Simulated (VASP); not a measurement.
# C (P6_3/mmc) in VASP: a series of runs

C is run at these levels: r2SCAN+D4; tasks: single point.

Everything below comes from runs of VASP 6.6.1. Logs are shortened: lines on timing, memory, paths and dates and some standing lists are left out, and cuts for length are marked.

## (1) The cell of the first run

Symmetry: P6_3/mmc, No. 194, hexagonal system. Conventional cell: a = 2.488 Å, b = 2.488 Å, c = 8.126 Å, α = 90.00°, β = 90.00°, γ = 120.00°. C (site symmetry 3m) has 4 C at 1.52 Å within 2.0 Å. Within 2.0 Å of C (site symmetry 3m) lie 4 C at 1.52 Å.

## (2) Single point, r2SCAN+D4

Input file POSCAR:

```
C
1.0
    2.4880133891      0.0000000000      0.0000000000
   -1.2440066945      2.1546827999      0.0000000000
    0.0000000000      0.0000000000      8.1257741910
C
8
Direct
    0.6666666667      0.3333333333      0.8437500000
    0.3333333333      0.6666666667      0.3437500000
    0.6666666667      0.3333333333      0.6562500000
    0.3333333333      0.6666666667      0.1562500000
    0.0000000000      0.0000000000      0.9062500000
    0.0000000000      0.0000000000      0.4062500000
    0.0000000000      0.0000000000      0.5937500000
    0.0000000000      0.0000000000      0.0937500000
```

Input file INCAR.step1:

```
  ALGO = Normal
  EDIFF = 1E-4
  ENCUT = 520
  GGA = PE
  ISMEAR = -1
  LASPH = T
  LCHARG = F
  LREAL = F
  LWAVE = T
  NBANDS = 26
  NELM = 80
  PREC = Accurate
  SIGMA = 0.05
```

Input file INCAR.step2:

```
  ALGO = Normal
  EDIFF = 1E-6
  ENCUT = 520
  ISIF = 2
  ISMEAR = -1
  ISTART = 1
  IVDW = 13
  LASPH = T
  LCHARG = F
  LMIXTAU = T
  LREAL = F
  LWAVE = F
  METAGGA = R2SCAN
  NBANDS = 26
  NELM = 80
  PREC = Accurate
  SIGMA = 0.05
  VDW_A1 = 0.51559235
  VDW_A2 = 5.77342911
  VDW_S6 = 1.0
  VDW_S8 = 0.6018749
```

Input file KPOINTS:

```
k-points
0
Gamma
  12 12 4
```

Potentials or basis: VASP PAW PBE potentials, release 64 (C).

Started as:

```
> cat potpaw_PBE.64/C/POTCAR > POTCAR
> cp INCAR.step1 INCAR
> mpirun -np 1 vasp_std > vasp.out
> cp INCAR.step2 INCAR
> mpirun -np 1 vasp_std > vasp.out
```

OUTCAR:

```text
EDIFF = 1E-6
   ENCUT = 520
   ISIF = 2
   ISMEAR = -1
   ISTART = 1
   IVDW = 13
   LASPH = T
   LREAL = F
   METAGGA = R2SCAN
   NELM = 80
   PREC = Accurate

 ion  position               nearest neighbor table
   1  0.667  0.333  0.844-   3 1.52   5 1.52   5 1.52   5 1.52
   2  0.333  0.667  0.344-   4 1.52   6 1.52   6 1.52   6 1.52
   3  0.667  0.333  0.656-   1 1.52   7 1.52   7 1.52   7 1.52
   4  0.333  0.667  0.156-   2 1.52   8 1.52   8 1.52   8 1.52
   5  0.000  0.000  0.906-   8 1.52   1 1.52   1 1.52   1 1.52
   6  0.000  0.000  0.406-   7 1.52   2 1.52   2 1.52   2 1.52
   7  0.000  0.000  0.594-   6 1.52   3 1.52   3 1.52   3 1.52
   8  0.000  0.000  0.094-   5 1.52   4 1.52   4 1.52   4 1.52

  LATTYP: Found a hexagonal cell.
 ALAT       =     2.4880133891
 C/A-ratio  =     3.2659688355

  Lattice vectors:

 A1 = (   2.4880133891,   0.0000000000,   0.0000000000)
 A2 = (  -1.2440066945,   2.1546827999,   0.0000000000)
 A3 = (   0.0000000000,   0.0000000000,   8.1257741910)

Analysis of symmetry for initial positions (statically):
=====================================================================
 Subroutine PRICEL returns:
 Original cell was already a primitive cell.

 Routine SETGRP: Setting up the symmetry group for a
 hexagonal supercell.

 Subroutine GETGRP returns: Found 24 space group operations
 (whereof 12 operations were pure point group operations)
 out of a pool of 24 trial point group operations.

The static configuration has the point symmetry D_3d.
 The point group associated with its full space group is D_6h.

Analysis of symmetry for dynamics (positions and initial velocities):
=====================================================================
 Subroutine PRICEL returns:
 Original cell was already a primitive cell.

 Routine SETGRP: Setting up the symmetry group for a
 hexagonal supercell.

 Subroutine GETGRP returns: Found 24 space group operations
 (whereof 12 operations were pure point group operations)
 out of a pool of 24 trial point group operations.

The dynamic configuration has the point symmetry D_3d.
 The point group associated with its full space group is D_6h.

 Subroutine INISYM returns: Found 24 space group operations
 (whereof 12 operations are pure point group operations),
 and found     1 'primitive' translations

----------------------------------------------------------------------------------------

                                     Primitive cell

  volume of cell :      43.5613

  direct lattice vectors                    reciprocal lattice vectors
     2.488013389  0.000000000  0.000000000     0.401927097  0.232052718  0.000000000
    -1.244006694  2.154682800  0.000000000     0.000000000  0.464105436  0.000000000
     0.000000000  0.000000000  8.125774191     0.000000000  0.000000000  0.123065197

  length of vectors
     2.488013389  2.488013389  8.125774191     0.464105436  0.464105436  0.123065197

  position of ions in fractional coordinates (direct lattice)
     0.666666667  0.333333333  0.843750000
     0.333333333  0.666666667  0.343750000
     0.666666667  0.333333333  0.656250000
     0.333333333  0.666666667  0.156250000
     0.000000000  0.000000000  0.906250000
     0.000000000  0.000000000  0.406250000
     0.000000000  0.000000000  0.593750000
     0.000000000  0.000000000  0.093750000

  ion indices of the primitive-cell ions
   primitive index   ion index
                 1           1
                 2           2
                 3           3
                 4           4
                 5           5
                 6           6
                 7           7
                 8           8

----------------------------------------------------------------------------------------

 KPOINTS: k-points

Automatic generation of k-mesh.
 Grid dimensions read from file:
 generate k-points for:   12   12    4

 Generating k-lattice:

  Cartesian coordinates                     Fractional coordinates (reciprocal lattice)
     0.033493925  0.019337726  0.000000000     0.083333333 -0.000000000  0.000000000
     0.000000000  0.038675453  0.000000000     0.000000000  0.083333333  0.000000000
     0.000000000  0.000000000  0.030766299     0.000000000  0.000000000  0.250000000

  Length of vectors
     0.038675453  0.038675453  0.030766299

  Shift w.r.t. Gamma in fractional coordinates (k-lattice)
     0.000000000  0.000000000  0.000000000

 Subroutine IBZKPT returns following result:
 ===========================================

 Found     57 irreducible k-points:

 Following reciprocal coordinates:
            Coordinates               Weight
  0.000000  0.000000  0.000000      1.000000
  0.083333  0.000000  0.000000      6.000000
  0.166667  0.000000  0.000000      6.000000
  0.250000  0.000000  0.000000      6.000000
  0.333333  0.000000  0.000000      6.000000
  0.416667  0.000000  0.000000      6.000000
[... 16 lines left out ...]
  0.250000  0.000000  0.250000     12.000000
  0.333333  0.000000  0.250000     12.000000
 [... further k-points ...]
   k-points           NKPTS =     57   k-points in BZ     NKDIM =     57   number of bands    NBANDS=     26
   number of dos      NEDOS =    301   number of ions     NIONS =      8
   total plane-waves  NPLWV =  24000
   dimension x,y,z NGX =    20 NGY =   20 NGZ =   60
   dimension x,y,z NGXF=    40 NGYF=   40 NGZF=  120
   ions per type =               8
   NGX,Y,Z   is equivalent  to a cutoff of  13.36, 13.36, 12.28 a.u.
   NGXF,Y,Z  is equivalent  to a cutoff of  26.73, 26.73, 24.55 a.u.
 SYSTEM =  unknown system
   PREC   = accura    normal or accurate (medium, high low for compatibility)
   ISTART =      1    job   : 0-new  1-cont  2-samecut
   ICHARG =      0    charge: 1-file 2-atom 10-const
   ISPIN  =      1    spin polarized calculation?
   LNONCOLLINEAR =      F non collinear calculations
   LSORBIT =      F    spin-orbit coupling
   LASPH  =      T    aspherical Exc in radial PAW
   ENCUT  =  520.0 eV  38.22 Ry    6.18 a.u.   4.63  4.63 15.11*2*pi/ulx,y,z
   NELM   =     80;   NELMIN=  2; NELMDL=  0     # of ELM steps
   EDIFF  = 0.1E-05   stopping-criterion for ELM
   LREAL  =      F    real-space projection
[... 7 lines left out ...]
   TEBEG  =    0.0;   TEEND  =   0.0 temperature during run
   PSTRESS=    0.0 pullay stress
   NELECT =      32.0000    total number of electrons
   NUPDOWN=      -1.0000    fix difference up-down
   EMIN   =  10.00;   EMAX   =-10.00  energy-range for DOS
   EFERMI =   0.00;   METHOD = LEGACY
   ISMEAR =    -1;   SIGMA  =   0.05  broadening in eV -4-tet -1-fermi 0-gaus
   EFERMI_NEDOS =   21; number of points for ismear=-14 and -15
   IALGO  =     38    algorithm
   IMIX   =      4    mixing-type and parameters
     AMIX     =   0.40;   BMIX     =  1.00
     AMIX_MAG =   1.60;   BMIX_MAG =  1.00
  volume/ion in A,a.u.               =       5.45        36.75
  Fermi-wavevector in a.u.,A,eV,Ry     =   1.477150  2.791408 29.687527  2.181972
  Thomas-Fermi vector in A             =   2.591589
   LORBIT       =      0    0 simple, 1 ext, 2 COOP (PROOUT), +10 PAW based schemes
   METAGGA = R2SCAN    functional components
   LHFCALC =     F    Hartree Fock is set to
   AEXX    =    0.0000 exact exchange contribution
   IVDW    =    13    specifies the selected vdW correction
   LEPSILON=     F    determine dielectric tensor
   LRPA    =     F    only Hartree local field effects (RPA)
 non-spin polarized calculation
  energy-cutoff  :      520.00
  volume of cell :       43.56
 maximum number of plane-waves:      1194
 NGX is ok and might be reduce to    20
   NGX =  9   NGY =  9   NGZ = 31

 number of electron      32.0000000 magnetization

 Free energy of the ion-electron system (eV)
  ---------------------------------------------------
  ext. energy  EPLUGINS =         0.00000000
  ---------------------------------------------------
  free energy    TOTEN  =       -78.42227114 eV

  energy without entropy =      -78.42227114  energy(sigma->0) =      -78.42227114

 E-fermi :  11.3929     XC(G=0): -14.4798

 val. band max:       10.4693743235   @ k =   0.0000   0.0000   0.0000
 cond. band min:      15.1925167221   @ k =   0.4167   0.0000   0.0000
 fundamental gap:      4.7231423986
 Fermi energy:        11.3928557459

 k-point     1 :       0.0000    0.0000    0.0000
  band No.  band energies     occupation
      1     -12.9669      2.00000
      2     -11.1465      2.00000
      3     -11.0934      2.00000
      4      -6.7405      2.00000
      5      -4.2184      2.00000
      6       3.0972      2.00000
[... 18 lines left out ...]
     25      19.4430      0.00000
     26      19.5045      0.00000

 k-point     2 :       0.0833    0.0000    0.0000
  band No.  band energies     occupation
      1     -12.7837      2.00000
      2     -10.9667      2.00000
      3     -10.9127      2.00000
      4      -6.5759      2.00000
      5      -4.0506      2.00000
      6       3.1825      2.00000
[... 18 lines left out ...]
     25      19.8811      0.00000
     26      20.1520      0.00000

 k-point     3 :       0.1667    0.0000    0.0000
  band No.  band energies     occupation
      1     -12.2360      2.00000
      2     -10.4301      2.00000
      3     -10.3728      2.00000
      4      -6.0844      2.00000
      5      -3.5622      2.00000
      6       3.3296      2.00000
[... 572 lines left out ...]
 k-point    23 :       0.2500    0.0000    0.2500
  band No.  band energies     occupation
      1     -11.2163      2.00000
      2     -10.3037      2.00000
      3      -8.5167      2.00000
      4      -6.0725      2.00000
      5      -1.8804      2.00000
      6       1.2959      2.00000
[... 18 lines left out ...]
     25      21.5793      0.00000
     26      23.0901      0.00000

 k-point    24 :       0.3333    0.0000    0.2500
  band No.  band energies     occupation
      1      -9.9729      2.00000
      2      -9.0756      2.00000
      3      -7.3265      2.00000
      4      -4.9597      2.00000
      5      -1.7788      2.00000
      6      -0.6828      2.00000
[... 18 lines left out ...]
     25      21.7835      0.00000
     26      23.9373      0.00000

 [... further k-points ...]

------------------------ aborting loop because EDIFF is reached ----------------------------------------

  DFT-D4 for vdW energy calculation

  Edisp (eV):   -0.73092

  FORCE on cell =-STRESS in cart. coord.  units (eV):
  Direction    XX          YY          ZZ          XY          YZ          ZX
  --------------------------------------------------------------------------------------
  -------------------------------------------------------------------------------------
  Total       3.19236     3.19236     7.16035     0.00000     0.00000     0.00000
  in kB     117.41442   117.41442   263.35660     0.00000     0.00000     0.00000
  external pressure =      166.06 kB  Pullay stress =        0.00 kB

 VOLUME and BASIS-vectors are now :
 -----------------------------------------------------------------------------
  energy-cutoff  :      520.00
  volume of cell :       43.56
      direct lattice vectors                 reciprocal lattice vectors
     2.488013389  0.000000000  0.000000000     0.401927097  0.232052718  0.000000000
    -1.244006694  2.154682800  0.000000000     0.000000000  0.464105436  0.000000000
     0.000000000  0.000000000  8.125774191     0.000000000  0.000000000  0.123065197

 POSITION                                       TOTAL-FORCE (eV/Angst)
 -----------------------------------------------------------------------------------
      1.24401      0.71823      6.85612         0.000000      0.000000      0.353347
     -0.00000      1.43646      2.79323        -0.000000     -0.000000      0.353347
      1.24401      0.71823      5.33254         0.000000      0.000000     -0.353347
     -0.00000      1.43646      1.26965        -0.000000      0.000000     -0.353347
      0.00000      0.00000      7.36398        -0.000000     -0.000000      0.389818
      0.00000      0.00000      3.30110         0.000000     -0.000000      0.389818
      0.00000      0.00000      4.82468        -0.000000      0.000000     -0.389818
      0.00000      0.00000      0.76179        -0.000000     -0.000000     -0.389818
 -----------------------------------------------------------------------------------
    total drift:                               -0.000000      0.000000      0.000000

  FREE ENERGIE OF THE ION-ELECTRON SYSTEM (eV)
  ---------------------------------------------------
  free  energy   TOTEN  =       -79.1531930362 eV

  energy  without entropy=      -79.1531930362  energy(sigma->0) =      -79.15319304
```

Run time: 4.1 min. Hardware: 1 thread of Intel Xeon Platinum 8375C at 2.90GHz (Ice Lake), shared host; peak memory 0.18 GiB.

What came out:

| Item | Value |
| --- | --- |
| Free energy | -79.1532 eV |
| Pressure | 16.6 GPa |
| Largest force | 0.390 eV/Å |
| Band gap on the k mesh | 4.72 eV (least direct gap 5.49 eV) |
| Dispersion energy per atom | -0.091 eV |

Forces in eV/Å, atoms in the order of the input:
```
C    0.000  0.000  0.353
C    0.000  0.000  0.353
C    0.000  0.000 -0.353
C    0.000  0.000 -0.353
C    0.000  0.000  0.390
C    0.000  0.000  0.390
C    0.000  0.000 -0.390
C    0.000  0.000 -0.390
```

Caveat: the stress differs along the axes, from 12 to 26 GPa; the PAW data sets were made with another functional, which shifts forces and pressure a little.

## (3) Single point, r2SCAN+D4

This run uses another cell than the first one, of 5.56 Å³/atom.

POSCAR, as its differences from that of step 2:

```diff
@@ -2,5 +2,5 @@
 1.0
-    2.4880133891      0.0000000000      0.0000000000
-   -1.2440066945      2.1546827999      0.0000000000
-    0.0000000000      0.0000000000      8.1257741910
+    2.5051726443      0.0000000000      0.0000000000
+   -1.2525863222      2.1695431509      0.0000000000
+    0.0000000000      0.0000000000      8.1818157839
 C
```

Input file INCAR.step1:

```
PREC     = Accurate       # precision mode
ENCUT    = 520            # plane-wave cutoff, eV
ISMEAR   = -1             # smearing method
SIGMA    = 0.05           # smearing width, eV
LREAL    = False          # projectors in reciprocal space
LASPH    = True           # aspherical terms in the spheres
NELM     = 80             # most SCF steps
NBANDS   = 26             # bands
GGA      = PE             # functional
ALGO     = Normal         # electronic algorithm
EDIFF    = 1E-4           # SCF threshold, eV
LWAVE    = True           # write WAVECAR
LCHARG   = False          # write CHGCAR
```

Input file INCAR.step2:

```
PREC     = Accurate       # precision mode
ENCUT    = 520            # plane-wave cutoff, eV
EDIFF    = 1E-6           # SCF threshold, eV
ISMEAR   = -1             # smearing method
SIGMA    = 0.05           # smearing width, eV
LREAL    = False          # projectors in reciprocal space
LASPH    = True           # aspherical terms in the spheres
NELM     = 80             # most SCF steps
ALGO     = Normal         # electronic algorithm
ISIF     = 2              # what is computed and relaxed
LWAVE    = False          # write WAVECAR
LCHARG   = True           # write CHGCAR
METAGGA  = R2SCAN         # meta-GGA
LMIXTAU  = True         
IVDW     = 13             # dispersion correction
VDW_S6   = 1.0          
VDW_S8   = 0.6018749    
VDW_A1   = 0.51559235   
VDW_A2   = 5.77342911   
LELF     = True           # ELF
LVHAR    = True         
NBANDS   = 26             # bands
ISTART   = 1
```

Input file KPOINTS:

```
Automatic mesh
0
Gamma
  12 12 4
```

Potentials or basis: VASP PAW PBE potentials, release 64 (C).

Started as:

```
> cat potpaw_PBE.64/C/POTCAR > POTCAR
> cp INCAR.step1 INCAR
> mpirun -np 1 vasp_std > vasp.out
> cp INCAR.step2 INCAR
> mpirun -np 1 vasp_std > vasp.out
```

Run time: 4.7 min. Hardware: 1 thread of Intel Xeon Platinum 8375C at 2.90GHz (Ice Lake), shared host; peak memory 0.18 GiB.

Results (log left out):

- Free energy: -79.2196 eV
- Pressure: 6.4 GPa
- Largest force: 0.375 eV/Å
- Band gap on the k mesh: 4.67 eV (least direct gap 5.45 eV)
- Dispersion energy per atom: -0.090 eV

Forces in eV/Å, atoms in the order of the input:
```
C    0.000  0.000  0.342
C    0.000  0.000  0.342
C    0.000  0.000 -0.342
C    0.000  0.000 -0.342
C    0.000  0.000  0.375
C    0.000  0.000  0.375
C    0.000  0.000 -0.375
C    0.000  0.000 -0.375
```

Stress tensor (GPa, compression positive):
```
 1.75  0.00  0.00
 0.00  1.75  0.00
 0.00  0.00 15.58
```

Levels at points of the mesh, in eV from the valence-band top:
| k point | band 12 | band 13 | band 14 | band 15 | band 16 | band 17 | band 18 | band 19 | band 20 | band 21 |
| --- | --- | --- | --- | --- | --- | --- | --- | --- | --- | --- |
| (0.00, 0.00, 0.00) | -1.89 | -1.89 | -0.24 | 0.00 | 0.00 | 5.45 | 5.45 | 6.02 | 7.40 | 7.40 |
| (0.50, 0.00, 0.00) | -5.43 | -5.40 | -4.92 | -4.00 | -3.17 | 4.72 | 5.92 | 6.22 | 6.37 | 7.38 |
| (0.00, 0.00, 0.50) | -2.77 | -0.74 | -0.74 | -0.74 | -0.74 | 6.31 | 6.31 | 6.31 | 6.31 | 7.15 |
| (0.50, 0.00, 0.50) | -6.54 | -5.09 | -5.09 | -3.96 | -3.96 | 5.10 | 5.10 | 7.54 | 7.54 | 8.02 |

Caveat: the stress differs along the axes, from 2 to 16 GPa; the PAW data sets were made with another functional, which shifts forces and pressure a little. r2SCAN opens gaps a little over a GGA but as a rule still falls short of measured ones.

## (4) Single point, r2SCAN+D4

This run uses another cell than the first one, of 5.67 Å³/atom.

POSCAR, as its differences from that of step 3:

```diff
@@ -2,5 +2,5 @@
 1.0
-    2.5051726443      0.0000000000      0.0000000000
-   -1.2525863222      2.1695431509      0.0000000000
-    0.0000000000      0.0000000000      8.1818157839
+    2.5221000000      0.0000000000      0.0000000000
+   -1.2610500000      2.1842026709      0.0000000000
+    0.0000000000      0.0000000000      8.2371000000
 C
```

Input file INCAR.step1:

```
SYSTEM = C
PREC = Accurate ; ENCUT = 520
ISMEAR = -1 ; SIGMA = 0.05
LREAL = .False. ; LASPH = .True.
NELM = 80 ; NBANDS = 26
GGA = PE ; ALGO = Normal
EDIFF = 1E-4 ; LWAVE = .True.
LCHARG = .False.
```

Input file INCAR.step2:

```
SYSTEM = C
PREC = Accurate ; ENCUT = 520
EDIFF = 1E-6 ; ISMEAR = -1
SIGMA = 0.05 ; LREAL = .False.
LASPH = .True. ; NELM = 80
ALGO = Normal ; ISIF = 2
LWAVE = .False. ; LCHARG = .False.
METAGGA = R2SCAN ; LMIXTAU = .True.
IVDW = 13 ; VDW_S6 = 1.0
VDW_S8 = 0.6018749 ; VDW_A1 = 0.51559235
VDW_A2 = 5.77342911 ; NBANDS = 26
ISTART = 1
```

Input file KPOINTS:

```
regular mesh
0
Gamma
  12 12 4
  0 0 0
```

Started as:

```
> cat potpaw_PBE.64/C/POTCAR > POTCAR
> cp INCAR.step1 INCAR
> mpirun -np 1 vasp_std > vasp.out
> cp INCAR.step2 INCAR
> mpirun -np 1 vasp_std > vasp.out
```

Run time: 5 min. Hardware: 1 thread of Intel Xeon Platinum 8375C at 2.90GHz (Ice Lake), shared host; peak memory 0.18 GiB.

Results (log left out):

```
Free energy                : -79.2307 eV
Pressure                   : -3.0 GPa
Largest force              : 0.361 eV/Å
Band gap on the k mesh     : 4.62 eV (least direct gap 5.41 eV)
Dispersion energy per atom : -0.088 eV
```

Forces in eV/Å, atoms in the order of the input:
```
C    0.000  0.000  0.331
C    0.000  0.000  0.331
C    0.000  0.000 -0.331
C    0.000  0.000 -0.331
C    0.000  0.000  0.361
C    0.000  0.000  0.361
C    0.000  0.000 -0.361
C    0.000  0.000 -0.361
```

Stress tensor (GPa, compression positive):
```
-7.34  0.00  0.00
 0.00 -7.34  0.00
 0.00  0.00  5.79
```

Levels at points of the mesh, in eV from the valence-band top:
```
           k point  band 13  band 14  band 15  band 16  band 17  band 18  band 19  band 20
(0.00, 0.00, 0.00)    -1.85    -0.23     0.00     0.00     5.40     5.40     5.96     7.34
(0.50, 0.00, 0.00)    -5.30    -4.83    -3.92    -3.12     4.68     5.83     6.17     6.31
(0.00, 0.00, 0.50)    -0.72    -0.72    -0.72    -0.72     6.25     6.25     6.25     6.25
(0.50, 0.00, 0.50)    -5.00    -5.00    -3.88    -3.88     5.05     5.05     7.48     7.48
```

Caveat: the stress differs along the axes, from -7 to 6 GPa; the PAW data sets were made with another functional, which shifts forces and pressure a little. r2SCAN opens gaps a little over a GGA but as a rule still falls short of measured ones.

(Part 1 of 2 ends here.)
